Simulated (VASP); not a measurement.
# ZnBrO (P4/nmm) in VASP: single point with LDA

Aim: the single point of ZnBrO with LDA.

All numbers are computed with VASP 6.6.1; they aren't measurements. Logs are shortened: lines on timing, memory, paths and dates and some standing lists are left out, and cuts for length are marked.

## Step 1: The cell of the first run

It takes space group P4/nmm (No. 129, tetragonal). The conventional cell has a = 3.718 Å, b = 3.718 Å, c = 7.137 Å, α = 90.00°, β = 90.00°, γ = 90.00°. Within 3.0 Å of Zn (site symmetry 4mm) lie 4 O at 2.26 Å. Within 4.0 Å of Br (site symmetry 4mm) lie 5 Zn at 3.00 to 3.14 Å and 8 Br at 3.12 to 3.72 Å and 4 O at 3.30 Å. Within 3.0 Å of O (site symmetry -4m2) lie 4 Zn at 2.26 Å and 4 O at 2.63 Å.

## Step 2: Single point, LDA

INCAR

```
ALGO     = Normal         # electronic algorithm
EDIFF    = 1E-6           # SCF threshold, eV
ENCUT    = 520            # plane-wave cutoff, eV
GGA      = CA             # functional
ISIF     = 2              # what is computed and relaxed
ISMEAR   = -1             # smearing method
LASPH    = T              # aspherical terms in the spheres
LCHARG   = F              # write CHGCAR
LREAL    = F              # projectors in reciprocal space
LWAVE    = F              # write WAVECAR
NBANDS   = 34             # bands
NELM     = 60             # most SCF steps
PREC     = Accurate       # precision mode
SIGMA    = 0.1            # smearing width, eV
```

KPOINTS

```
k-points
0
Gamma
  9 9 5
```

POSCAR

```
ZnBrO
1.0
    3.7176650000      0.0000000000      0.0000000000
    0.0000000000      3.7176650000      0.0000000000
    0.0000000000      0.0000000000      7.1365730000
Zn Br O
2 2 2
Direct
    0.0000000000      0.5000000000      0.1789000000
    0.5000000000      0.0000000000      0.8211000000
    0.0000000000      0.5000000000      0.6183000000
    0.5000000000      0.0000000000      0.3817000000
    0.0000000000      0.0000000000      0.0000000000
    0.5000000000      0.5000000000      0.0000000000
```

Potentials or basis: VASP PAW LDA potentials, release 64 (Zn, Br, O).

Started as:

```console
$ cat potpaw_LDA.64/Zn/POTCAR potpaw_LDA.64/Br/POTCAR potpaw_LDA.64/O/POTCAR > POTCAR
$ mpirun -np 1 vasp_std > vasp.out
```

OUTCAR:

```text
EDIFF = 1E-6
   ENCUT = 520
   GGA = CA
   ISIF = 2
   ISMEAR = -1
   LASPH = T
   LREAL = F
   NELM = 60
   PREC = Accurate

 ion  position               nearest neighbor table
   1  0.000  0.500  0.179-   5 2.26   6 2.26   5 2.26   6 2.26
   2  0.500  0.000  0.821-   5 2.26   6 2.26   6 2.26   5 2.26
   3  0.000  0.500  0.618-
   4  0.500  0.000  0.382-
   5  0.000  0.000  0.000-   1 2.26   2 2.26   1 2.26   2 2.26
   6  0.500  0.500  0.000-   1 2.26   2 2.26   2 2.26   1 2.26

  LATTYP: Found a simple tetragonal cell.
 ALAT       =     3.7176650000
 C/A-ratio  =     1.9196385366

  Lattice vectors:

 A1 = (   3.7176650000,   0.0000000000,   0.0000000000)
 A2 = (   0.0000000000,   3.7176650000,   0.0000000000)
 A3 = (   0.0000000000,   0.0000000000,   7.1365730000)

Analysis of symmetry for initial positions (statically):
=====================================================================
 Subroutine PRICEL returns:
 Original cell was already a primitive cell.

 Routine SETGRP: Setting up the symmetry group for a
 simple tetragonal supercell.

 Subroutine GETGRP returns: Found 16 space group operations
 (whereof  8 operations were pure point group operations)
 out of a pool of 16 trial point group operations.

The static configuration has the point symmetry D_2d.
 The point group associated with its full space group is D_4h.

Analysis of symmetry for dynamics (positions and initial velocities):
=====================================================================
 Subroutine PRICEL returns:
 Original cell was already a primitive cell.

 Routine SETGRP: Setting up the symmetry group for a
 simple tetragonal supercell.

 Subroutine GETGRP returns: Found 16 space group operations
 (whereof  8 operations were pure point group operations)
 out of a pool of 16 trial point group operations.

The dynamic configuration has the point symmetry D_2d.
 The point group associated with its full space group is D_4h.

 Subroutine INISYM returns: Found 16 space group operations
 (whereof  8 operations are pure point group operations),
 and found     1 'primitive' translations

----------------------------------------------------------------------------------------

                                     Primitive cell

  volume of cell :      98.6348
[... 91 lines left out ...]
   ISPIN  =      1    spin polarized calculation?
   LNONCOLLINEAR =      F non collinear calculations
   LSORBIT =      F    spin-orbit coupling
   LASPH  =      T    aspherical Exc in radial PAW
   ENCUT  =  520.0 eV  38.22 Ry    6.18 a.u.   6.91  6.91 13.27*2*pi/ulx,y,z
   NELM   =     60;   NELMIN=  2; NELMDL= -5     # of ELM steps
   EDIFF  = 0.1E-05   stopping-criterion for ELM
   LREAL  =      F    real-space projection
   EDIFFG = 0.1E-04   stopping-criterion for IOM
   NSW    =      0    number of steps for IOM
   IBRION =     -1    ionic relax: 0-MD 1-quasi-New 2-CG
   NFREE  =      0    steps in history (QN), initial steepest desc. (CG)
   ISIF   =      2    stress and relaxation
   ISYM   =      2    0-nonsym 1-usesym 2-fastsym
   POTIM  = 0.5000    time-step for ionic-motion
   TEBEG  =    0.0;   TEEND  =   0.0 temperature during run
   PSTRESS=    0.0 pullay stress
   NELECT =      50.0000    total number of electrons
   NUPDOWN=      -1.0000    fix difference up-down
   EMIN   =  10.00;   EMAX   =-10.00  energy-range for DOS
   EFERMI =   0.00;   METHOD = LEGACY
   ISMEAR =    -1;   SIGMA  =   0.10  broadening in eV -4-tet -1-fermi 0-gaus
   EFERMI_NEDOS =   21; number of points for ismear=-14 and -15
   IALGO  =     38    algorithm
   IMIX   =      4    mixing-type and parameters
     AMIX     =   0.40;   BMIX     =  1.00
     AMIX_MAG =   1.60;   BMIX_MAG =  1.00
  volume/ion in A,a.u.               =      16.44       110.94
  Fermi-wavevector in a.u.,A,eV,Ry     =   1.305333  2.466722 23.182900  1.703895
  Thomas-Fermi vector in A             =   2.436209
   LORBIT       =      0    0 simple, 1 ext, 2 COOP (PROOUT), +10 PAW based schemes
   GGA     = CA    functional components
   LHFCALC =     F    Hartree Fock is set to
   AEXX    =    0.0000 exact exchange contribution
   IVDW    =     0    specifies the selected vdW correction
   LEPSILON=     F    determine dielectric tensor
   LRPA    =     F    only Hartree local field effects (RPA)
 non-spin polarized calculation
  energy-cutoff  :      520.00
  volume of cell :       98.63
 maximum number of plane-waves:      2682
 NGX is ok and might be reduce to    28
   NGX = 13   NGY = 13   NGZ = 27

 number of electron      50.0000019 magnetization

 Free energy of the ion-electron system (eV)
  ---------------------------------------------------
  ext. energy  EPLUGINS =         0.00000000
  ---------------------------------------------------
  free energy    TOTEN  =       -20.48139945 eV

  energy without entropy =      -20.22743823  energy(sigma->0) =      -20.35441884

 E-fermi :   1.5223     XC(G=0): -10.7767

 val. band max:        1.5211285794   @ k =   0.2222   0.1111   0.0000
 cond. band min:       1.5255320729   @ k =   0.2222   0.1111   0.2000
 fundamental gap:      0.0044034935
 Fermi energy:         1.5222710880

 k-point     1 :       0.0000    0.0000    0.0000
  band No.  band energies     occupation
      1     -15.4165      2.00000
      2     -13.6490      2.00000
      3     -13.5421      2.00000
      4     -11.9599      2.00000
      5      -4.3454      2.00000
      6      -4.3454      2.00000
[... 877 lines left out ...]
     33      10.9476      0.00000
     34      11.4220      0.00000

 [... further k-points ...]
[... 5 lines left out ...]
  --------------------------------------------------------------------------------------
  -------------------------------------------------------------------------------------
  Total       -7.0013078     -7.0013078     -7.4457588      0.0000000      0.0000000      0.0000000
  in kB     -113.7259396   -113.7259396   -120.9453924      0.0000000      0.0000000      0.0000000
  external PRESSURE =    -116.1324239 kB  Pullay stress =       0.0000000 kB

 VOLUME and BASIS-vectors are now :
 -----------------------------------------------------------------------------
  energy-cutoff  :      520.00
  volume of cell :       98.63
      direct lattice vectors                 reciprocal lattice vectors
     3.717665000  0.000000000  0.000000000     0.268986044  0.000000000  0.000000000
     0.000000000  3.717665000  0.000000000     0.000000000  0.268986044  0.000000000
     0.000000000  0.000000000  7.136573000     0.000000000  0.000000000  0.140123278

 POSITION                                       TOTAL-FORCE (eV/Angst)
 -----------------------------------------------------------------------------------
      0.00000      1.85883      1.27673        -0.000000     -0.000000     -2.398592
      1.85883      0.00000      5.85984         0.000000     -0.000000      2.398592
      0.00000      1.85883      4.41254         0.000000      0.000000      0.923186
      1.85883      0.00000      2.72403         0.000000     -0.000000     -0.923186
      0.00000      0.00000      0.00000         0.000000     -0.000000     -0.000000
      1.85883      1.85883      0.00000         0.000000      0.000000     -0.000000
 -----------------------------------------------------------------------------------
    total drift:                                0.000000      0.000000     -0.000000

  FREE ENERGIE OF THE ION-ELECTRON SYSTEM (eV)
  ---------------------------------------------------
  free  energy   TOTEN  =       -20.4813994469 eV

  energy  without entropy=      -20.2274382308  energy(sigma->0) =      -20.35441884
```

stdout:

```text
POSCAR found type information on POSCAR ZnBrO
 POSCAR found :  3 types and       6 ions
 scaLAPACK will be used
 LDA part: xc-table for (Slater(with rela. corr.)+CA(PZ))
 , standard interpolation
 POSCAR, INCAR and KPOINTS ok, starting setup
 FFT: planning ... GRIDC
 FFT: planning ... GRID_SOFT
 FFT: planning ... GRID
 WAVECAR not read
 entering main loop
```

Run time: 2.9 min. Hardware: 1 thread of Intel Xeon 6975P-C, shared host; peak memory 0.26 GiB.

What came out:

```yaml
Free_energy: -20.4814 eV
Pressure: -11.6 GPa
Largest_force: 2.399 eV/Å
Band_gap_on_the_k_mesh: zero (band 25 reaches 1.87 eV, above the bottom of band 26 at 1.28 eV)
```

Forces on the atoms (eV/Å):
```
Zn   0.000  0.000 -2.399
Zn   0.000  0.000  2.399
Br   0.000  0.000  0.923
Br   0.000  0.000 -0.923
O    0.000  0.000  0.000
O    0.000  0.000  0.000
```

Stress tensor (GPa, compression positive):
```
-11.37   0.00   0.00
  0.00 -11.37   0.00
  0.00   0.00 -12.09
```

Caveat: forces of over 1 eV/Å act on the atoms, so gaps and moduli don't describe the material at rest.
